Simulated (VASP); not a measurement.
# Br (Cmce) in VASP: notebook

Br is run at these levels: LDA; tasks: single point.

Program: VASP 6.6.1. These are calculated values, not measurements. Logs are shortened: lines on timing, memory, paths and dates and some standing lists are left out, and cuts for length are marked.

### Step 1. The cell of the first run

It takes space group Cmce (No. 64, orthorhombic). The conventional cell has a = 6.656 Å, b = 3.903 Å, c = 8.473 Å, α = 90.00°, β = 90.00°, γ = 90.00°. Br (site symmetry m) has 3 Br at 2.40 to 2.93 Å within 3.2 Å.

### Step 2. Single point, LDA

Contents of INCAR:

```
SYSTEM = Br
PREC     = Accurate       ! precision mode
ENCUT    = 520            ! plane-wave cutoff, eV
EDIFF    = 1E-6           ! SCF threshold, eV
ISMEAR   = 0              ! smearing method
SIGMA    = 0.03           ! smearing width, eV
LREAL    = .FALSE.        ! projectors in reciprocal space
LASPH    = .TRUE.         ! aspherical terms in the spheres
NELM     = 60             ! most SCF steps
ALGO     = Normal         ! electronic algorithm
ISIF     = 2              ! what is computed and relaxed
LWAVE    = .FALSE.        ! write WAVECAR
LCHARG   = .FALSE.        ! write CHGCAR
NBANDS   = 22             ! bands
```

Contents of KPOINTS:

```
regular mesh
0
G
  9 9 4
  0 0 0
```

Contents of POSCAR:

```
Br
1.0
    3.3280929616     -1.9517224565      0.0000000000
    3.3280929616      1.9517224565      0.0000000000
    0.0000000000      0.0000000000      8.4732333614
Br
4
Direct
    0.8406697304      0.1593302696      0.1209213125
    0.6593302696      0.3406697304      0.6209213125
    0.1593302696      0.8406697304      0.8790786875
    0.3406697304      0.6593302696      0.3790786875
```

Potentials or basis: VASP PAW LDA potentials, release 64 (Br).

The run is started by

```sh
$ cat potpaw_LDA.64/Br/POTCAR > POTCAR
$ mpirun -np 1 vasp_std > vasp.out
```

OUTCAR:

```text
SYSTEM = Br
   PREC = Accurate
   ENCUT = 520
   EDIFF = 1E-6
   ISMEAR = 0
   LREAL = .FALSE.
   LASPH = .TRUE.
   NELM = 60
   ISIF = 2

 ion  position               nearest neighbor table
   1  0.841  0.159  0.121-   3 2.40
   2  0.659  0.341  0.621-   4 2.40
   3  0.159  0.841  0.879-   1 2.40
   4  0.341  0.659  0.379-   2 2.40

  LATTYP: Found a base centered orthorhombic cell.
 ALAT       =     3.9034449130
 B/A-ratio  =     1.7052081102
 C/A-ratio  =     2.1707065298

  Lattice vectors:

 A1 = (  -3.3280929616,  -1.9517224565,   0.0000000000)
 A2 = (   3.3280929616,  -1.9517224565,   0.0000000000)
 A3 = (   0.0000000000,   0.0000000000,   8.4732333614)

Analysis of symmetry for initial positions (statically):
=====================================================================
 Subroutine PRICEL returns:
 Original cell was already a primitive cell.

 Routine SETGRP: Setting up the symmetry group for a
 base centered orthorhombic supercell.

 Subroutine GETGRP returns: Found  8 space group operations
 (whereof  4 operations were pure point group operations)
 out of a pool of  8 trial point group operations.

The static configuration has the point symmetry C_2h.
 The point group associated with its full space group is D_2h.

Analysis of symmetry for dynamics (positions and initial velocities):
=====================================================================
 Subroutine PRICEL returns:
 Original cell was already a primitive cell.

 Routine SETGRP: Setting up the symmetry group for a
 base centered orthorhombic supercell.

 Subroutine GETGRP returns: Found  8 space group operations
 (whereof  4 operations were pure point group operations)
 out of a pool of  8 trial point group operations.

The dynamic configuration has the point symmetry C_2h.
 The point group associated with its full space group is D_2h.

 Subroutine INISYM returns: Found  8 space group operations
 (whereof  4 operations are pure point group operations),
 and found     1 'primitive' translations

----------------------------------------------------------------------------------------

                                     Primitive cell

  volume of cell :     110.0760

  direct lattice vectors                    reciprocal lattice vectors
     3.328092962 -1.951722456  0.000000000     0.150236188 -0.256183966  0.000000000
     3.328092962  1.951722456  0.000000000     0.150236188  0.256183966  0.000000000
     0.000000000  0.000000000  8.473233361     0.000000000  0.000000000  0.118018702

  length of vectors
     3.858163204  3.858163204  8.473233361     0.296986762  0.296986762  0.118018702

  position of ions in fractional coordinates (direct lattice)
     0.840669730  0.159330270  0.120921313
     0.659330270  0.340669730  0.620921313
     0.159330270  0.840669730  0.879078687
     0.340669730  0.659330270  0.379078687

  ion indices of the primitive-cell ions
   primitive index   ion index
                 1           1
                 2           2
                 3           3
                 4           4

----------------------------------------------------------------------------------------

 KPOINTS: regular mesh

Automatic generation of k-mesh.
 Grid dimensions read from file:
 generate k-points for:    9    9    4

 Generating k-lattice:

  Cartesian coordinates                     Fractional coordinates (reciprocal lattice)
     0.016692910 -0.028464885  0.000000000     0.111111111  0.000000000  0.000000000
     0.016692910  0.028464885  0.000000000     0.000000000  0.111111111  0.000000000
     0.000000000  0.000000000  0.029504675     0.000000000  0.000000000  0.250000000

  Length of vectors
     0.032998529  0.032998529  0.029504675

  Shift w.r.t. Gamma in fractional coordinates (k-lattice)
     0.000000000  0.000000000  0.000000000

 Subroutine IBZKPT returns following result:
 ===========================================

 Found     75 irreducible k-points:

 Following reciprocal coordinates:
            Coordinates               Weight
  0.000000  0.000000  0.000000      1.000000
  0.111111 -0.000000  0.000000      4.000000
  0.222222 -0.000000  0.000000      4.000000
  0.333333  0.000000  0.000000      4.000000
  0.444444 -0.000000  0.000000      4.000000
  0.111111  0.111111  0.000000      2.000000
[... 16 lines left out ...]
 -0.333333  0.333333  0.000000      2.000000
  0.444444  0.444444  0.000000      2.000000
 [... further k-points ...]
   k-points           NKPTS =     75   k-points in BZ     NKDIM =     75   number of bands    NBANDS=     22
   number of dos      NEDOS =    301   number of ions     NIONS =      4
   total plane-waves  NPLWV =  57600
   dimension x,y,z NGX =    30 NGY =   30 NGZ =   64
   dimension x,y,z NGXF=    60 NGYF=   60 NGZF=  128
   ions per type =               4
   NGX,Y,Z   is equivalent  to a cutoff of  12.93, 12.93, 12.56 a.u.
   NGXF,Y,Z  is equivalent  to a cutoff of  25.85, 25.85, 25.11 a.u.
 SYSTEM =  Br
   PREC   = accura    normal or accurate (medium, high low for compatibility)
   ISTART =      0    job   : 0-new  1-cont  2-samecut
   ICHARG =      2    charge: 1-file 2-atom 10-const
   ISPIN  =      1    spin polarized calculation?
   LNONCOLLINEAR =      F non collinear calculations
   LSORBIT =      F    spin-orbit coupling
   LASPH  =      T    aspherical Exc in radial PAW
   ENCUT  =  520.0 eV  38.22 Ry    6.18 a.u.   7.17  7.17 15.75*2*pi/ulx,y,z
   NELM   =     60;   NELMIN=  2; NELMDL= -5     # of ELM steps
   EDIFF  = 0.1E-05   stopping-criterion for ELM
   LREAL  =      F    real-space projection
   EDIFFG = 0.1E-04   stopping-criterion for IOM
   NSW    =      0    number of steps for IOM
   IBRION =     -1    ionic relax: 0-MD 1-quasi-New 2-CG
   NFREE  =      0    steps in history (QN), initial steepest desc. (CG)
   ISIF   =      2    stress and relaxation
   ISYM   =      2    0-nonsym 1-usesym 2-fastsym
   POTIM  = 0.5000    time-step for ionic-motion
   TEBEG  =    0.0;   TEEND  =   0.0 temperature during run
   PSTRESS=    0.0 pullay stress
   NELECT =      28.0000    total number of electrons
   NUPDOWN=      -1.0000    fix difference up-down
   EMIN   =  10.00;   EMAX   =-10.00  energy-range for DOS
   EFERMI =   0.00;   METHOD = LEGACY
   ISMEAR =     0;   SIGMA  =   0.03  broadening in eV -4-tet -1-fermi 0-gaus
   EFERMI_NEDOS =   21; number of points for ismear=-14 and -15
   IALGO  =     38    algorithm
   IMIX   =      4    mixing-type and parameters
     AMIX     =   0.40;   BMIX     =  1.00
     AMIX_MAG =   1.60;   BMIX_MAG =  1.00
  volume/ion in A,a.u.               =      27.52       185.71
  Fermi-wavevector in a.u.,A,eV,Ry     =   1.037281  1.960178 14.639227  1.075953
  Thomas-Fermi vector in A             =   2.171712
   LORBIT       =      0    0 simple, 1 ext, 2 COOP (PROOUT), +10 PAW based schemes
   GGA     = CA    functional components
   LHFCALC =     F    Hartree Fock is set to
   AEXX    =    0.0000 exact exchange contribution
   IVDW    =     0    specifies the selected vdW correction
   LEPSILON=     F    determine dielectric tensor
   LRPA    =     F    only Hartree local field effects (RPA)
 non-spin polarized calculation
 Gauss-broadening in eV      SIGMA  =   0.03
  energy-cutoff  :      520.00
  volume of cell :      110.08
 maximum number of plane-waves:      2990
 NGX is ok and might be reduce to    30
   NGX = 15   NGY = 15   NGZ = 31

 number of electron      28.0000005 magnetization

 Free energy of the ion-electron system (eV)
  ---------------------------------------------------
  ext. energy  EPLUGINS =         0.00000000
  ---------------------------------------------------
  free energy    TOTEN  =        -8.51515146 eV

  energy without entropy =       -8.51515146  energy(sigma->0) =       -8.51515146

 E-fermi :   1.7735     XC(G=0):  -9.2886

 val. band max:        1.5640550183   @ k =   0.0000   0.0000   0.0000
 cond. band min:       2.5715960538   @ k =  -0.4444   0.4444   0.0000
 fundamental gap:      1.0075410355
 Fermi energy:         1.7735192195

 k-point     1 :       0.0000    0.0000    0.0000
  band No.  band energies     occupation
      1     -14.9249      2.00000
      2     -14.0140      2.00000
      3     -12.8370      2.00000
      4     -11.1463      2.00000
      5      -4.1634      2.00000
      6      -2.1122      2.00000
[... 14 lines left out ...]
     21      10.7209      0.00000
     22      11.5697      0.00000

 k-point     2 :       0.1111   -0.0000    0.0000
  band No.  band energies     occupation
      1     -14.8576      2.00000
      2     -13.9870      2.00000
      3     -12.7847      2.00000
      4     -11.2024      2.00000
      5      -4.1427      2.00000
      6      -2.3078      2.00000
[... 14 lines left out ...]
     21      10.6946      0.00000
     22      10.7976      0.00000

 k-point     3 :       0.2222   -0.0000    0.0000
  band No.  band energies     occupation
      1     -14.6693      2.00000
      2     -13.9255      2.00000
      3     -12.6387      2.00000
      4     -11.3666      2.00000
      5      -4.1405      2.00000
      6      -2.9390      2.00000
[... 14 lines left out ...]
     21      10.5066      0.00000
     22      10.7870      0.00000

 k-point     4 :       0.3333    0.0000    0.0000
  band No.  band energies     occupation
      1     -14.4020      2.00000
      2     -13.8860      2.00000
      3     -12.4264      2.00000
      4     -11.6157      2.00000
      5      -4.2453      2.00000
      6      -3.6616      2.00000
[... 14 lines left out ...]
     21      10.7986      0.00000
     22      12.0023      0.00000

 k-point     5 :       0.4444   -0.0000    0.0000
  band No.  band energies     occupation
      1     -14.1298      2.00000
      2     -13.9423      2.00000
      3     -12.1763      2.00000
      4     -11.9009      2.00000
      5      -4.3257      2.00000
      6      -4.1553      2.00000
[... 14 lines left out ...]
     21      11.9467      0.00000
     22      12.2863      0.00000

 k-point     6 :       0.1111    0.1111    0.0000
  band No.  band energies     occupation
      1     -14.8842      2.00000
      2     -13.9834      2.00000
      3     -12.8009      2.00000
      4     -11.1365      2.00000
      5      -4.1277      2.00000
      6      -2.1503      2.00000
[... 14 lines left out ...]
     21      10.8657      0.00000
     22      11.1460      0.00000

 k-point     7 :       0.2222    0.1111    0.0000
  band No.  band energies     occupation
      1     -14.7825      2.00000
      2     -13.9327      2.00000
      3     -12.7187      2.00000
      4     -11.1887      2.00000
      5      -4.0838      2.00000
      6      -2.3810      2.00000
[... 324 lines left out ...]
      6      -2.5585      2.00000
[... 14 lines left out ...]
     21      10.9789      0.00000
     22      11.1108      0.00000

 k-point    21 :       0.4444    0.3333    0.0000
  band No.  band energies     occupation
      1     -14.5525      2.00000
      2     -13.7699      2.00000
      3     -12.5183      2.00000
      4     -11.1487      2.00000
      5      -3.8942      2.00000
      6      -2.7843      2.00000
[... 14 lines left out ...]
     21      11.0851      0.00000
     22      11.1121      0.00000

 k-point    22 :      -0.4444    0.3333    0.0000
  band No.  band energies     occupation
      1     -14.3913      2.00000
      2     -13.7569      2.00000
      3     -12.3988      2.00000
      4     -11.3582      2.00000
      5      -3.9635      2.00000
      6      -3.1579      2.00000
[... 14 lines left out ...]
     21      10.8916      0.00000
     22      11.3104      0.00000

 k-point    23 :      -0.3333    0.3333    0.0000
  band No.  band energies     occupation
      1     -14.2065      2.00000
      2     -13.8127      2.00000
      3     -12.2529      2.00000
      4     -11.6546      2.00000
      5      -4.1258      2.00000
      6      -3.7867      2.00000
[... 14 lines left out ...]
     21      11.4941      0.00000
     22      12.3322      0.00000

 k-point    24 :       0.4444    0.4444    0.0000
  band No.  band energies     occupation
      1     -14.5653      2.00000
      2     -13.7482      2.00000
      3     -12.5215      2.00000
      4     -11.0646      2.00000
      5      -3.8390      2.00000
      6      -3.0607      2.00000
[... 14 lines left out ...]
     21      11.7427      0.00000
     22      11.9184      0.00000

 [... further k-points ...]

------------------------ aborting loop because EDIFF is reached ----------------------------------------

  FORCE on cell =-STRESS in cart. coord.  units (eV):
  Direction    XX          YY          ZZ          XY          YZ          ZX
  --------------------------------------------------------------------------------------
  -------------------------------------------------------------------------------------
  Total        0.0023955      0.0763161      0.0039864      0.0000000      0.0000000      0.0000000
  in kB        0.0348675      1.1107951      0.0580228      0.0000000      0.0000000      0.0000000
  external PRESSURE =       0.4012285 kB  Pullay stress =       0.0000000 kB

 VOLUME and BASIS-vectors are now :
 -----------------------------------------------------------------------------
  energy-cutoff  :      520.00
  volume of cell :      110.08
      direct lattice vectors                 reciprocal lattice vectors
     3.328092962 -1.951722456  0.000000000     0.150236188 -0.256183966  0.000000000
     3.328092962  1.951722456  0.000000000     0.150236188  0.256183966  0.000000000
     0.000000000  0.000000000  8.473233361     0.000000000  0.000000000  0.118018702

 POSITION                                       TOTAL-FORCE (eV/Angst)
 -----------------------------------------------------------------------------------
      3.32809     -1.32979      1.02459         0.000000      0.032354      0.009157
      3.32809     -0.62194      5.26121         0.000000     -0.032354      0.009157
      3.32809      1.32979      7.44864         0.000000     -0.032354     -0.009157
      3.32809      0.62194      3.21202         0.000000      0.032354     -0.009157
 -----------------------------------------------------------------------------------
    total drift:                                0.000000     -0.000000     -0.000000

  FREE ENERGIE OF THE ION-ELECTRON SYSTEM (eV)
  ---------------------------------------------------
  free  energy   TOTEN  =        -8.5151514575 eV

  energy  without entropy=       -8.5151514575  energy(sigma->0) =       -8.51515146
```

It took 2.8 min on 1 thread of Oxide Virtual Turin-like, shared host; peak memory 0.24 GiB.

Results:

```
Free energy            : -8.5152 eV
Pressure               : 0.0 GPa
Largest force          : 0.034 eV/Å
Band gap on the k mesh : 1.01 eV (least direct gap 1.19 eV)
```

Forces on the atoms (eV/Å):
```
Br   0.000  0.032  0.009
Br   0.000 -0.032  0.009
Br   0.000 -0.032 -0.009
Br   0.000  0.032 -0.009
```

Levels at points of the mesh, in eV from the valence-band top:
```
           k point  band 10  band 11  band 12  band 13  band 14  band 15  band 16  band 17  band 18  band 19
(0.00, 0.00, 0.00)    -1.74    -1.37    -0.87    -0.55     0.00     1.19     2.29     5.65     6.12     6.45
(0.00, 0.00, 0.50)    -1.67    -1.13    -1.13    -0.22    -0.22     1.44     1.44     6.28     6.28     7.15
```

### Step 3. Single point, LDA

Contents of INCAR:

```
SYSTEM = Br
ALGO = Normal
EDIFF = 1E-7
ENCUT = 520
GGA = CA
ISIF = 2
ISMEAR = 0
LASPH = .True.
LCHARG = .True.
LELF = .True.
LREAL = .False.
LVHAR = .True.
LWAVE = .False.
NBANDS = 22
NELM = 80
PREC = Accurate
SIGMA = 0.1
```

Contents of KPOINTS:

```
k-points
0
Gamma
  9 9 4
  0 0 0
```

POSCAR is that of step 2.

Potentials or basis: VASP PAW LDA potentials, release 64 (Br).

The run is started by

```sh
$ cat potpaw_LDA.64/Br/POTCAR > POTCAR
$ mpirun -np 1 vasp_std > vasp.out
```

Run time: 3.6 min. Hardware: 1 thread of Oxide Virtual Turin-like, shared host; peak memory 0.23 GiB.

Results (log left out):

```
Free energy            : -8.5152 eV
Pressure               : 0.0 GPa
Largest force          : 0.034 eV/Å
Band gap on the k mesh : 1.01 eV (least direct gap 1.19 eV)
```

Forces on the atoms (eV/Å):
```
Br   0.000  0.032  0.009
Br   0.000 -0.032  0.009
Br   0.000 -0.032 -0.009
Br   0.000  0.032 -0.009
```

Stress tensor (GPa, compression positive):
```
0.01 0.00 0.00
0.00 0.11 0.00
0.00 0.00 0.01
```

Levels at points of the mesh, in eV from the valence-band top:
| k point | band 12 | band 13 | band 14 | band 15 | band 16 | band 17 |
| --- | --- | --- | --- | --- | --- | --- |
| (0.00, 0.00, 0.00) | -0.87 | -0.55 | 0.00 | 1.19 | 2.29 | 5.65 |
| (0.00, 0.00, 0.50) | -1.13 | -0.22 | -0.22 | 1.44 | 1.44 | 6.28 |

A k mesh can miss the band edges.

### Step 4. Single point, LDA

Contents of INCAR:

```
PREC     = Accurate       # precision mode
ENCUT    = 520            # plane-wave cutoff, eV
EDIFF    = 1E-7           # SCF threshold, eV
ISMEAR   = 1              # smearing method
SIGMA    = 0.1            # smearing width, eV
LREAL    = False          # projectors in reciprocal space
LASPH    = True           # aspherical terms in the spheres
NELM     = 80             # most SCF steps
ALGO     = Normal         # electronic algorithm
ISIF     = 2              # what is computed and relaxed
LWAVE    = False          # write WAVECAR
LCHARG   = False          # write CHGCAR
NBANDS   = 22             # bands
```

Contents of KPOINTS:

```
Automatic mesh
0
Gamma
  9 9 4
```

POSCAR is that of step 3.

The run is started by

```sh
$ cat potpaw_LDA.64/Br/POTCAR > POTCAR
$ mpirun -np 1 vasp_std > vasp.out
```

Wall time 2.3 min (1 thread of Oxide Virtual Turin-like, shared host); peak memory 0.23 GiB.

The run converged. Its results:

| Quantity | Value |
| --- | --- |
| Free energy | -8.5151 eV |
| Pressure | 0.0 GPa |
| Largest force | 0.033 eV/Å |
| Band gap on the k mesh | 1.01 eV (least direct gap 1.19 eV) |

Forces in eV/Å, atoms in the order of the input:
```
Br   0.000  0.032  0.009
Br   0.000 -0.032  0.009
Br   0.000 -0.032 -0.009
Br   0.000  0.032 -0.009
```

Stress tensor (GPa, compression positive):
```
0.01 0.00 0.00
0.00 0.11 0.00
0.00 0.00 0.01
```

Levels at points of the mesh, in eV from the valence-band top:
```csv
k point,band 10,band 11,band 12,band 13,band 14,band 15,band 16,band 17,band 18,band 19
"(0.00, 0.00, 0.00)",-1.74,-1.37,-0.87,-0.55,0.00,1.19,2.29,5.65,6.12,6.45
"(0.00, 0.00, 0.50)",-1.67,-1.13,-1.13,-0.22,-0.22,1.44,1.44,6.28,6.28,7.15
```

A k mesh can miss the band edges.

### Step 5. Single point, LDA

Contents of INCAR:

```
SYSTEM = Br
PREC     = Accurate       ! precision mode
ENCUT    = 520            ! plane-wave cutoff, eV
EDIFF    = 1E-6           ! SCF threshold, eV
ISMEAR   = 1              ! smearing method
SIGMA    = 0.2            ! smearing width, eV
LREAL    = .FALSE.        ! projectors in reciprocal space
LASPH    = .TRUE.         ! aspherical terms in the spheres
NELM     = 100            ! most SCF steps
ALGO     = Normal         ! electronic algorithm
ISIF     = 2              ! what is computed and relaxed
LWAVE    = .FALSE.        ! write WAVECAR
LCHARG   = .FALSE.        ! write CHGCAR
GGA      = CA             ! functional
NBANDS   = 22             ! bands
```

Contents of KPOINTS:

```
regular mesh
0
G
  9 9 4
  0 0 0
```

POSCAR is that of step 4.

The run is started by

```sh
$ cat potpaw_LDA.64/Br/POTCAR > POTCAR
$ mpirun -np 1 vasp_std > vasp.out
```

Run time: 2 min. Hardware: 1 thread of Oxide Virtual Turin-like, shared host; peak memory 0.24 GiB.

The run converged. Its results:

| Item | Value |
| --- | --- |
| Free energy | -8.5127 eV |
| Pressure | 0.0 GPa |
| Largest force | 0.029 eV/Å |
| Band gap on the k mesh | 1.01 eV (least direct gap 1.19 eV) |

Forces in eV/Å, atoms in the order of the input:
```
Br   0.000  0.028  0.008
Br   0.000 -0.028  0.008
Br   0.000 -0.028 -0.008
Br   0.000  0.028 -0.008
```

Levels at points of the mesh, in eV from the valence-band top:
| k point | band 10 | band 11 | band 12 | band 13 | band 14 | band 15 | band 16 | band 17 | band 18 | band 19 |
| --- | --- | --- | --- | --- | --- | --- | --- | --- | --- | --- |
| (0.00, 0.00, 0.00) | -1.73 | -1.37 | -0.86 | -0.55 | 0.00 | 1.19 | 2.29 | 5.65 | 6.12 | 6.45 |
| (0.00, 0.00, 0.50) | -1.67 | -1.12 | -1.12 | -0.22 | -0.22 | 1.44 | 1.44 | 6.29 | 6.29 | 7.16 |

(Continued in part 2 of 2.)

The gap in the log of VASP goes by the Fermi energy; the results here count the filled bands.